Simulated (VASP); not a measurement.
# Be (P4/mmm) in VASP: a series of runs

Runs on Be. Level: PBE. Tasks: single point, relaxation of cell and atoms.

All numbers are computed with VASP 6.6.1; they aren't measurements. Logs are shortened: lines on timing, memory, paths and dates and some standing lists are left out, and cuts for length are marked.

### Step 1. The cell of the first run

Symmetry: P4/mmm, No. 123, tetragonal system. Conventional cell: a = 1.760 Å, b = 1.760 Å, c = 2.970 Å, α = 90.00°, β = 90.00°, γ = 90.00°. Within 2.3 Å of Be (site symmetry 4/mmm) lie 4 Be at 1.76 Å.

The cell was built from a structure type or drawn by symmetry, and may not be a known phase.

### Step 2. Single point, PBE

INCAR reads:

```
  PREC = Accurate
  ENCUT = 520
  EDIFF = 1E-6
  ISMEAR = 0
  SIGMA = 0.1
  LREAL = F
  LASPH = T
  NELM = 60
  ALGO = Normal
  ISIF = 2
  LWAVE = F
  LCHARG = T
  GGA = PE
  LELF = T
  LVHAR = T
  NBANDS = 7
```

KPOINTS reads:

```
regular mesh
0
Gamma
  10 10 6
```

POSCAR reads:

```
Be
1.0
    1.7601696500      0.0000000000      0.0000000000
    0.0000000000      1.7601696500      0.0000000000
    0.0000000000      0.0000000000      2.9695564400
Be
1
Direct
    0.5000000000      0.5000000000      0.0000000000
```

Potentials or basis: VASP PAW PBE potentials, release 64 (Be).

The run is started by

```bash
> cat potpaw_PBE.64/Be/POTCAR > POTCAR
> mpirun -np 1 vasp_std > vasp.out
```

OUTCAR:

```text
PREC = Accurate
   ENCUT = 520
   EDIFF = 1E-6
   ISMEAR = 0
   LREAL = F
   LASPH = T
   NELM = 60
   ISIF = 2
   GGA = PE

 ion  position               nearest neighbor table
   1  0.500  0.500  0.000-

  LATTYP: Found a simple tetragonal cell.
 ALAT       =     1.7601696500
 C/A-ratio  =     1.6870853557

  Lattice vectors:

 A1 = (   1.7601696500,   0.0000000000,   0.0000000000)
 A2 = (   0.0000000000,   1.7601696500,   0.0000000000)
 A3 = (   0.0000000000,   0.0000000000,   2.9695564400)

Analysis of symmetry for initial positions (statically):
=====================================================================
 Subroutine PRICEL returns:
 Original cell was already a primitive cell.

 Routine SETGRP: Setting up the symmetry group for a
 simple tetragonal supercell.

 Subroutine GETGRP returns: Found 16 space group operations
 (whereof 16 operations were pure point group operations)
 out of a pool of 16 trial point group operations.

The static configuration has the point symmetry D_4h.

Analysis of symmetry for dynamics (positions and initial velocities):
=====================================================================
 Subroutine PRICEL returns:
 Original cell was already a primitive cell.

 Routine SETGRP: Setting up the symmetry group for a
 simple tetragonal supercell.

 Subroutine GETGRP returns: Found 16 space group operations
 (whereof 16 operations were pure point group operations)
 out of a pool of 16 trial point group operations.

The dynamic configuration has the point symmetry D_4h.

 Subroutine INISYM returns: Found 16 space group operations
 (whereof 16 operations are pure point group operations),
 and found     1 'primitive' translations

----------------------------------------------------------------------------------------

                                     Primitive cell

  volume of cell :       9.2003

  direct lattice vectors                    reciprocal lattice vectors
     1.760169650  0.000000000  0.000000000     0.568127055  0.000000000  0.000000000
     0.000000000  1.760169650  0.000000000     0.000000000  0.568127055  0.000000000
     0.000000000  0.000000000  2.969556440     0.000000000  0.000000000  0.336750629

  length of vectors
     1.760169650  1.760169650  2.969556440     0.568127055  0.568127055  0.336750629

  position of ions in fractional coordinates (direct lattice)
     0.500000000  0.500000000  0.000000000

  ion indices of the primitive-cell ions
   primitive index   ion index
                 1           1

----------------------------------------------------------------------------------------

 KPOINTS: regular mesh

Automatic generation of k-mesh.
 Grid dimensions read from file:
 generate k-points for:   10   10    6

 Generating k-lattice:

  Cartesian coordinates                     Fractional coordinates (reciprocal lattice)
     0.056812706  0.000000000  0.000000000     0.100000000  0.000000000  0.000000000
     0.000000000  0.056812706  0.000000000     0.000000000  0.100000000  0.000000000
     0.000000000  0.000000000  0.056125105     0.000000000  0.000000000  0.166666667

  Length of vectors
     0.056812706  0.056812706  0.056125105

  Shift w.r.t. Gamma in fractional coordinates (k-lattice)
     0.000000000  0.000000000  0.000000000

 Subroutine IBZKPT returns following result:
 ===========================================

 Found     84 irreducible k-points:

 Following reciprocal coordinates:
            Coordinates               Weight
  0.000000  0.000000  0.000000      1.000000
  0.100000  0.000000  0.000000      4.000000
  0.200000  0.000000  0.000000      4.000000
  0.300000  0.000000  0.000000      4.000000
  0.400000  0.000000  0.000000      4.000000
  0.500000  0.000000  0.000000      2.000000
[... 16 lines left out ...]
  0.100000  0.000000  0.166667      8.000000
  0.200000  0.000000  0.166667      8.000000
 [... further k-points ...]
   k-points           NKPTS =     84   k-points in BZ     NKDIM =     84   number of bands    NBANDS=      7
   number of dos      NEDOS =    301   number of ions     NIONS =      1
   total plane-waves  NPLWV =   4704
   dimension x,y,z NGX =    14 NGY =   14 NGZ =   24
   dimension x,y,z NGXF=    28 NGYF=   28 NGZF=   48
   ions per type =               1
   NGX,Y,Z   is equivalent  to a cutoff of  13.22, 13.22, 13.44 a.u.
   NGXF,Y,Z  is equivalent  to a cutoff of  26.45, 26.45, 26.87 a.u.
 SYSTEM =  unknown system
   PREC   = accura    normal or accurate (medium, high low for compatibility)
   ISTART =      0    job   : 0-new  1-cont  2-samecut
   ICHARG =      2    charge: 1-file 2-atom 10-const
   ISPIN  =      1    spin polarized calculation?
   LNONCOLLINEAR =      F non collinear calculations
   LSORBIT =      F    spin-orbit coupling
   LASPH  =      T    aspherical Exc in radial PAW
   ENCUT  =  520.0 eV  38.22 Ry    6.18 a.u.   3.27  3.27  5.52*2*pi/ulx,y,z
   NELM   =     60;   NELMIN=  2; NELMDL= -5     # of ELM steps
   EDIFF  = 0.1E-05   stopping-criterion for ELM
   LREAL  =      F    real-space projection
   EDIFFG = 0.1E-04   stopping-criterion for IOM
   NSW    =      0    number of steps for IOM
   IBRION =     -1    ionic relax: 0-MD 1-quasi-New 2-CG
   NFREE  =      0    steps in history (QN), initial steepest desc. (CG)
   ISIF   =      2    stress and relaxation
   ISYM   =      2    0-nonsym 1-usesym 2-fastsym
   POTIM  = 0.5000    time-step for ionic-motion
   TEBEG  =    0.0;   TEEND  =   0.0 temperature during run
   PSTRESS=    0.0 pullay stress
   NELECT =       2.0000    total number of electrons
   NUPDOWN=      -1.0000    fix difference up-down
   EMIN   =  10.00;   EMAX   =-10.00  energy-range for DOS
   EFERMI =   0.00;   METHOD = LEGACY
   ISMEAR =     0;   SIGMA  =   0.10  broadening in eV -4-tet -1-fermi 0-gaus
   EFERMI_NEDOS =   21; number of points for ismear=-14 and -15
   IALGO  =     38    algorithm
   IMIX   =      4    mixing-type and parameters
     AMIX     =   0.40;   BMIX     =  1.00
     AMIX_MAG =   1.60;   BMIX_MAG =  1.00
  volume/ion in A,a.u.               =       9.20        62.09
  Fermi-wavevector in a.u.,A,eV,Ry     =   0.984354  1.860159 13.183401  0.968953
  Thomas-Fermi vector in A             =   2.115580
   LORBIT       =      0    0 simple, 1 ext, 2 COOP (PROOUT), +10 PAW based schemes
   GGA     = PE    functional components
   LHFCALC =     F    Hartree Fock is set to
   AEXX    =    0.0000 exact exchange contribution
   IVDW    =     0    specifies the selected vdW correction
   LEPSILON=     F    determine dielectric tensor
   LRPA    =     F    only Hartree local field effects (RPA)
 non-spin polarized calculation
 Gauss-broadening in eV      SIGMA  =   0.10
  energy-cutoff  :      520.00
  volume of cell :        9.20
 maximum number of plane-waves:       263
 NGX is ok and might be reduce to    14
   NGX =  7   NGY =  7   NGZ = 11

 number of electron       2.0000000 magnetization

 Free energy of the ion-electron system (eV)
  ---------------------------------------------------
  ext. energy  EPLUGINS =         0.00000000
  ---------------------------------------------------
  free energy    TOTEN  =        -2.33570174 eV

  energy without entropy =       -2.33472259  energy(sigma->0) =       -2.33521217

 E-fermi :   4.6387     XC(G=0):  -9.7564

 val. band max:        4.6268529145   @ k =   0.2000   0.2000   0.3333
 cond. band min:       4.7502591173   @ k =   0.1000   0.0000   0.1667
 fundamental gap:      0.1234062027
 Fermi energy:         4.6387132153

 k-point     1 :       0.0000    0.0000    0.0000
  band No.  band energies     occupation
      1      -4.6589      2.00000
      2       6.3727      0.00000
      3      13.4778      0.00000
      4      30.0002      0.00000
      5      30.0002      0.00000
      6      37.1469      0.00000
      7      46.5148      0.00000

 k-point     2 :       0.1000    0.0000    0.0000
  band No.  band energies     occupation
      1      -4.3283      2.00000
      2       6.8371      0.00000
      3      13.6421      0.00000
      4      26.2881      0.00000
      5      30.3980      0.00000
      6      41.0384      0.00000
      7      44.6651      0.00000

 k-point     3 :       0.2000    0.0000    0.0000
  band No.  band energies     occupation
      1      -3.3626      2.00000
      2       8.2206      0.00000
      3      13.7996      0.00000
      4      21.6677      0.00000
      5      31.5542      0.00000
      6      37.5282      0.00000
      7      39.2015      0.00000

 k-point     4 :       0.3000    0.0000    0.0000
  band No.  band energies     occupation
      1      -1.8634      2.00000
      2      10.4774      0.00000
      3      12.5161      0.00000
      4      19.7622      0.00000
      5      30.7048      0.00000
      6      33.3188      0.00000
      7      33.6831      0.00000

 k-point     5 :       0.4000    0.0000    0.0000
  band No.  band energies     occupation
      1      -0.1365      2.00000
      2       9.8806      0.00000
      3      13.4047      0.00000
      4      20.7907      0.00000
      5      24.9763      0.00000
      6      29.1444      0.00000
      7      35.2458      0.00000
[... 161 lines left out ...]
 k-point    22 :       0.0000    0.0000    0.1667
  band No.  band energies     occupation
      1      -4.2925      2.00000
      2       4.3338      1.99998
      3      16.3549      0.00000
      4      30.1046      0.00000
      5      30.1046      0.00000
      6      37.3843      0.00000
      7      43.0476      0.00000

 k-point    23 :       0.1000    0.0000    0.1667
  band No.  band energies     occupation
      1      -3.9622      2.00000
      2       4.7503      0.11468
      3      16.5454      0.00000
      4      26.4433      0.00000
      5      30.5009      0.00000
      6      40.7021      0.00000
      7      41.6229      0.00000

 k-point    24 :       0.2000    0.0000    0.1667
  band No.  band energies     occupation
      1      -3.0017      2.00000
      2       5.9789      0.00000
      3      16.5648      0.00000
      4      22.1316      0.00000
      5      31.6526      0.00000
      6      34.3932      0.00000
      7      43.0605      0.00000

 [... further k-points ...]

------------------------ aborting loop because EDIFF is reached ----------------------------------------

  FORCE on cell =-STRESS in cart. coord.  units (eV):
  Direction    XX          YY          ZZ          XY          YZ          ZX
  --------------------------------------------------------------------------------------
  -------------------------------------------------------------------------------------
  Total        3.7766000      3.7766000     -0.5166782      0.0000000     -0.0000000      0.0000000
  in kB      657.6743849    657.6743849    -89.9767082      0.0000000     -0.0000000      0.0000000
  external PRESSURE =     408.4573539 kB  Pullay stress =       0.0000000 kB

 VOLUME and BASIS-vectors are now :
 -----------------------------------------------------------------------------
  energy-cutoff  :      520.00
  volume of cell :        9.20
      direct lattice vectors                 reciprocal lattice vectors
     1.760169650  0.000000000  0.000000000     0.568127055  0.000000000  0.000000000
     0.000000000  1.760169650  0.000000000     0.000000000  0.568127055  0.000000000
     0.000000000  0.000000000  2.969556440     0.000000000  0.000000000  0.336750629

 POSITION                                       TOTAL-FORCE (eV/Angst)
 -----------------------------------------------------------------------------------
      0.88008      0.88008      0.00000         0.000000      0.000000      0.000000
 -----------------------------------------------------------------------------------
    total drift:                               -0.000000     -0.000000      0.000000

  FREE ENERGIE OF THE ION-ELECTRON SYSTEM (eV)
  ---------------------------------------------------
  free  energy   TOTEN  =        -2.3357017446 eV

  energy  without entropy=       -2.3347225894  energy(sigma->0) =       -2.33521217
```

Wall time 11 s (1 thread of AMD EPYC, shared host); peak memory 0.08 GiB.

Results:

| Quantity | Value |
| --- | --- |
| Free energy | -2.3357 eV |
| Pressure | 40.8 GPa |
| Band gap on the k mesh | zero (bands 1 and 2 overlap by 11.23 eV) |

Caveat: the cell stands under pressure.

[end of part 1 of 2]
